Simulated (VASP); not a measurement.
# HC18F in VASP: a series of runs, part 2 of 2

VASP 6.6.1. Earlier steps stand in the parts before.

## Step 4: Single point, PBE

INCAR

```
PREC = Accurate
ENCUT = 520
EDIFF = 1E-6
ISMEAR = 0
SIGMA = 0.02
LREAL = Auto
LASPH = T
NELM = 80
ALGO = Normal
ISIF = 2
LWAVE = F
LCHARG = F
GGA = PE
NBANDS = 56
```

KPOINTS

```
regular mesh
0
Gamma
  2 2 1
```

POSCAR

```
HC18F
1.0
    7.3980000000      0.0000000000      0.0000000000
   -3.6990000000      6.4068560000      0.0000000000
    0.0000000000      0.0000000000     12.0000000000
C F H
18 1 1
Direct
   -0.0024832463     -0.0043768738      0.0758282500
    0.2204295211      0.1071602046      0.0774205000
   -0.0012018198      0.3283638652      0.0778156667
    0.2190142365      0.4384818388      0.0790837500
   -0.0030137742      0.6604350090      0.0758511667
    0.2210128566      0.7723430962      0.0774818333
    0.3324266015     -0.0048348207      0.0769464167
    0.5518584247      0.1048941946      0.0746019167
    0.3302915870      0.3269275913      0.0777780833
    0.5542650449      0.4390367132      0.0752868333
    0.3308130228      0.6624551886      0.0778046667
    0.5536926286      0.7737312966      0.0752969167
    0.6631447188     -0.0068665505      0.0735949167
    0.8872691088      0.1049683339      0.0747540000
    0.6637070136      0.3291125944      0.0736523333
    0.8866921792      0.4408274511      0.0747321667
    0.6656807251      0.6617918367      0.0748856667
    0.8853353184      0.7716390067      0.0748905833
    0.7512161007      0.2044762673      0.2892654167
    0.8644021195      0.2601446013      0.2383619167
```

Run with:

```console
$ cat potpaw_PBE.64/C/POTCAR potpaw_PBE.64/F/POTCAR potpaw_PBE.64/H/POTCAR > POTCAR
$ mpirun -np 1 vasp_std > vasp.out
```

Run time: 6.4 min. Hardware: 1 thread of Intel Xeon Platinum 8259CL at 2.50GHz (Skylake/Cascade Lake), shared host; peak memory 0.6 GiB.

Results (log left out):

- Free energy: -173.3955 eV
- Largest force: 0.460 eV/Å
- Band gap on the k mesh: 0.17 eV

Forces in eV/Å, atoms in the order of the input:
```
C   -0.004  0.009  0.002
C   -0.007  0.009 -0.036
C    0.027  0.004 -0.206
C   -0.007 -0.010 -0.090
C   -0.008 -0.006  0.000
C    0.005  0.003 -0.036
C   -0.003 -0.007 -0.065
C   -0.016 -0.013 -0.120
C   -0.009 -0.015 -0.036
C    0.000 -0.003  0.005
C   -0.012  0.005 -0.035
C   -0.012  0.010  0.007
C   -0.023 -0.001 -0.021
C    0.005  0.026 -0.014
C   -0.006 -0.013 -0.016
C    0.014 -0.008 -0.015
C   -0.002 -0.007  0.023
C    0.001 -0.007  0.022
F    0.128  0.074  0.435
H   -0.070 -0.050  0.194
```

Levels at points of the mesh, in eV from the valence-band top:
| k point | band 37 | band 38 | band 39 | band 40 | band 41 | band 42 | band 43 | band 44 |
| --- | --- | --- | --- | --- | --- | --- | --- | --- |
| (0.00, 0.00, 0.00) | -2.95 | -2.94 | -0.02 | 0.00 | 0.17 | 0.22 | 3.43 | 4.58 |
| (0.50, 0.00, 0.00) | -2.56 | -2.53 | -2.49 | -2.25 | 1.78 | 2.50 | 2.60 | 2.62 |
| (0.00, 0.50, 0.00) | -2.57 | -2.50 | -2.47 | -2.24 | 1.76 | 2.54 | 2.58 | 2.63 |
| (0.50, 0.50, 0.00) | -2.57 | -2.50 | -2.46 | -2.24 | 1.76 | 2.54 | 2.58 | 2.62 |

Caveat: the k points lie up to 0.49 Å⁻¹ apart.

## Step 5: Single point, PBE

INCAR

```
SYSTEM = HC18F
  PREC = Accurate
  ENCUT = 520
  EDIFF = 1E-7
  ISMEAR = 0
  SIGMA = 0.02
  LREAL = Auto
  LASPH = .TRUE.
  NELM = 80
  ALGO = Normal
  ISIF = 2
  LWAVE = .FALSE.
  LCHARG = .FALSE.
  GGA = PE
  NBANDS = 56
```

KPOINTS

```
regular mesh
0
G
  2 2 1
  0 0 0
```

POSCAR

```
HC18F
1.0
    7.3980000000      0.0000000000      0.0000000000
   -3.6990000000      6.4068560000      0.0000000000
    0.0000000000      0.0000000000     12.0000000000
C F H
18 1 1
Direct
    0.0023599236     -0.0045448189      0.0734171667
    0.2239049216      0.1063359314      0.0799260000
   -0.0032382570      0.3268654704      0.0998222500
    0.2258860498      0.4414403882      0.0874620833
    0.0023565292      0.6638936477      0.0734635000
    0.2239032578      0.7745621253      0.0799286667
    0.3356831857     -0.0036620146      0.0830097500
    0.5601303354      0.1085548044      0.0858371667
    0.3358098169      0.3310659706      0.0802400833
    0.5565699051      0.4413731165      0.0724913333
    0.3358081250      0.6617373638      0.0802225000
    0.5565672110      0.7721879499      0.0724358333
    0.6696893516     -0.0053063468      0.0738591667
    0.8878519901      0.1022990059      0.0743746667
    0.6696868546      0.3319857665      0.0739393333
    0.8878489681      0.4425424889      0.0744612500
    0.6682060515      0.6625997213      0.0702914167
    0.8901976416      0.7735942559      0.0703026667
    0.6784435708      0.1674389123      0.2579920833
    0.9314625723      0.2940957312      0.1941897500
```

Potentials or basis: VASP PAW PBE potentials, release 64 (C, F, H).

Run with:

```console
$ cat potpaw_PBE.64/C/POTCAR potpaw_PBE.64/F/POTCAR potpaw_PBE.64/H/POTCAR > POTCAR
$ mpirun -np 1 vasp_std > vasp.out
```

OUTCAR:

```text
SYSTEM = HC18F
   PREC = Accurate
   ENCUT = 520
   EDIFF = 1E-7
   ISMEAR = 0
   LREAL = Auto
   LASPH = .TRUE.
   NELM = 80
   ISIF = 2
   GGA = PE

 ion  position               nearest neighbor table
   1  0.002  0.995  0.073-  14 1.42   2 1.42  18 1.42
   2  0.224  0.106  0.080-   7 1.42   1 1.42   9 1.44
   3  0.997  0.327  0.100-  20 1.21  16 1.47  14 1.47   4 1.48
   4  0.226  0.441  0.087-   9 1.41  11 1.41   3 1.48
   5  0.002  0.664  0.073-  16 1.42   6 1.42  18 1.42
   6  0.224  0.775  0.080-   7 1.42   5 1.42  11 1.44
   7  0.336  0.996  0.083-   6 1.42   2 1.42   8 1.44
   8  0.560  0.109  0.086-   7 1.44  15 1.44  13 1.44
   9  0.336  0.331  0.080-   4 1.41  10 1.42   2 1.44
  10  0.557  0.441  0.072-   9 1.42  17 1.42  15 1.43
  11  0.336  0.662  0.080-   4 1.41  12 1.42   6 1.44
  12  0.557  0.772  0.072-  11 1.42  17 1.42  13 1.43
  13  0.670  0.995  0.074-  14 1.40  12 1.43   8 1.44
  14  0.888  0.102  0.074-  13 1.40   1 1.42   3 1.47
  15  0.670  0.332  0.074-  16 1.40  10 1.43   8 1.44
  16  0.888  0.443  0.074-  15 1.40   5 1.42   3 1.47
  17  0.668  0.663  0.070-  12 1.42  10 1.42  18 1.42
  18  0.890  0.774  0.070-   1 1.42   5 1.42  17 1.42
  19  0.678  0.167  0.258-
  20  0.931  0.294  0.194-   3 1.21

  LATTYP: Found a hexagonal cell.
 ALAT       =     7.3980000000
 C/A-ratio  =     1.6220600162

  Lattice vectors:

 A1 = (   7.3980000000,   0.0000000000,   0.0000000000)
 A2 = (  -3.6990000000,   6.4068560000,   0.0000000000)
 A3 = (   0.0000000000,   0.0000000000,  12.0000000000)

Analysis of symmetry for initial positions (statically):
=====================================================================
 Subroutine PRICEL returns:
 Original cell was already a primitive cell.

 Routine SETGRP: Setting up the symmetry group for a
 hexagonal supercell.

 Subroutine GETGRP returns: Found  1 space group operations
 (whereof  1 operations were pure point group operations)
 out of a pool of 24 trial point group operations.
[... 153 lines left out ...]
  Thomas-Fermi vector in A             =   1.967507
   LORBIT       =      0    0 simple, 1 ext, 2 COOP (PROOUT), +10 PAW based schemes
   GGA     = PE    functional components
   LHFCALC =     F    Hartree Fock is set to
   AEXX    =    0.0000 exact exchange contribution
   IVDW    =     0    specifies the selected vdW correction
   LEPSILON=     F    determine dielectric tensor
   LRPA    =     F    only Hartree local field effects (RPA)
 non-spin polarized calculation
 Gauss-broadening in eV      SIGMA  =   0.02
  energy-cutoff  :      520.00
  volume of cell :      568.78
 maximum number of plane-waves:     15363
 NGX is ok and might be reduce to    56
   NGX = 27   NGY = 27   NGZ = 45

 number of electron      80.0000004 magnetization

 Free energy of the ion-electron system (eV)
  ---------------------------------------------------
  ext. energy  EPLUGINS =         0.00000000
  ---------------------------------------------------
  free energy    TOTEN  =      -170.83148771 eV

  energy without entropy =     -170.83148768  energy(sigma->0) =     -170.83148770

 E-fermi :  -2.2501     XC(G=0):  -3.8958

 val. band max:       -2.3202792837   @ k =   0.0000   0.0000   0.0000
 cond. band min:      -2.1798712322   @ k =   0.0000   0.0000   0.0000
 fundamental gap:      0.1404080515
 Fermi energy:        -2.2500752397

 k-point     1 :       0.0000    0.0000    0.0000
  band No.  band energies     occupation
      1     -22.7385      2.00000
      2     -21.8348      2.00000
      3     -19.4445      2.00000
      4     -19.3760      2.00000
      5     -19.3559      2.00000
      6     -19.2613      2.00000
[... 209 lines left out ...]
     51       3.9047      0.00000
     52       4.1935      0.00000
 [bands above 52 left out]

------------------------ aborting loop because EDIFF is reached ----------------------------------------

  FORCE on cell =-STRESS in cart. coord.  units (eV):
  Direction    XX          YY          ZZ          XY          YZ          ZX
  --------------------------------------------------------------------------------------
  -------------------------------------------------------------------------------------
  Total       -1.4650817      2.5881336      0.0660324     -3.4996525      0.1992454      0.3187751
  in kB       -4.1269755      7.2904902      0.1860062     -9.8581398      0.5612525      0.8979546
  external PRESSURE =       1.1165070 kB  Pullay stress =       0.0000000 kB

 VOLUME and BASIS-vectors are now :
 -----------------------------------------------------------------------------
  energy-cutoff  :      520.00
  volume of cell :      568.78
      direct lattice vectors                 reciprocal lattice vectors
     7.398000000  0.000000000  0.000000000     0.135171668  0.078041398  0.000000000
    -3.699000000  6.406856000  0.000000000     0.000000000  0.156082796  0.000000000
     0.000000000  0.000000000 12.000000000     0.000000000  0.000000000  0.083333333

 POSITION                                       TOTAL-FORCE (eV/Angst)
 -----------------------------------------------------------------------------------
     -3.66473      6.37774      0.88101        -0.008294     -0.001594      0.006568
      1.26311      0.68128      0.95911        -0.002334      0.017286      0.010563
      6.16497      2.09418      1.19787        -0.004673     -0.004428     -0.046413
      0.03822      2.82824      1.04954        -0.022132     -0.014076      0.014967
     -2.43831      4.25347      0.88156        -0.002145     -0.004414      0.004730
     -1.20867      4.96251      0.95914         0.001878     -0.007807      0.008098
[... 12 lines left out ...]
      4.39977      1.07276      3.09590         0.251802      0.148432      0.132783
      5.80310      1.88423      2.33028        -0.164741     -0.094020      0.020294
 -----------------------------------------------------------------------------------
    total drift:                                0.011510      0.001912      0.000910

  FREE ENERGIE OF THE ION-ELECTRON SYSTEM (eV)
  ---------------------------------------------------
  free  energy   TOTEN  =      -170.8314877087 eV

  energy  without entropy=     -170.8314876836  energy(sigma->0) =     -170.83148770
```

stdout:

```text
POSCAR found type information on POSCAR C F H
 POSCAR found :  3 types and      20 ions
 scaLAPACK will be used
 LDA part: xc-table for (Slater+PW92), standard interpolation
 POSCAR, INCAR and KPOINTS ok, starting setup
 FFT: planning ... GRIDC
 FFT: planning ... GRID_SOFT
 FFT: planning ... GRID
 WAVECAR not read
 entering main loop
```

It took 6.9 min on 1 thread of Intel Xeon Platinum 8259CL at 2.50GHz (Skylake/Cascade Lake), shared host; peak memory 0.6 GiB.

Results:

| Property | Result |
| --- | --- |
| Free energy | -170.8315 eV |
| Largest force | 0.321 eV/Å |
| Band gap on the k mesh | 0.14 eV |

Forces in eV/Å, atoms in the order of the input:
```
C   -0.008 -0.002  0.007
C   -0.002  0.017  0.011
C   -0.005 -0.004 -0.046
C   -0.022 -0.014  0.015
C   -0.002 -0.004  0.005
C    0.002 -0.008  0.008
C    0.004  0.006 -0.004
C   -0.008 -0.004 -0.110
C   -0.005 -0.008  0.014
C   -0.008 -0.006  0.007
C   -0.011 -0.001  0.017
C   -0.003 -0.006  0.008
C   -0.013 -0.006 -0.027
C    0.010  0.007 -0.029
C   -0.013 -0.015 -0.028
C    0.008  0.005 -0.032
C   -0.005 -0.008  0.019
C   -0.005 -0.003  0.014
F    0.252  0.148  0.133
H   -0.165 -0.094  0.020
```

Levels at points of the mesh, in eV from the valence-band top:
| k point | band 38 | band 39 | band 40 | band 41 | band 42 | band 43 |
| --- | --- | --- | --- | --- | --- | --- |
| (0.00, 0.00, 0.00) | -1.52 | -1.22 | 0.00 | 0.14 | 0.28 | 2.63 |
| (0.50, 0.00, 0.00) | -1.75 | -1.39 | -1.30 | 0.73 | 1.92 | 2.47 |
| (0.00, 0.50, 0.00) | -1.75 | -1.34 | -1.09 | 0.51 | 2.03 | 2.50 |
| (0.50, 0.50, 0.00) | -1.75 | -1.34 | -1.09 | 0.51 | 2.03 | 2.50 |

Caveat: the k points lie up to 0.49 Å⁻¹ apart.

## Step 6: Summary

```tsv
cell	gap on the mesh (eV)	largest force (eV/Å)
as given, atomic positions A	0.19	0.30
as given, atomic positions B	0.20	0.30
as given, atomic positions C	0.17	0.46
as given, atomic positions D	0.14	0.32
```

Alike in all rows: task single point; level PBE; potentials or basis VASP PAW PBE potentials, release 64 (C, F, H); no spin polarisation; k mesh 2 × 2 × 1; cutoff (eV) 520; smearing gaussian 0.02 eV.

Caveats: all runs use coarse meshes.

Absolute energies hang on the potentials; compare differences alone.
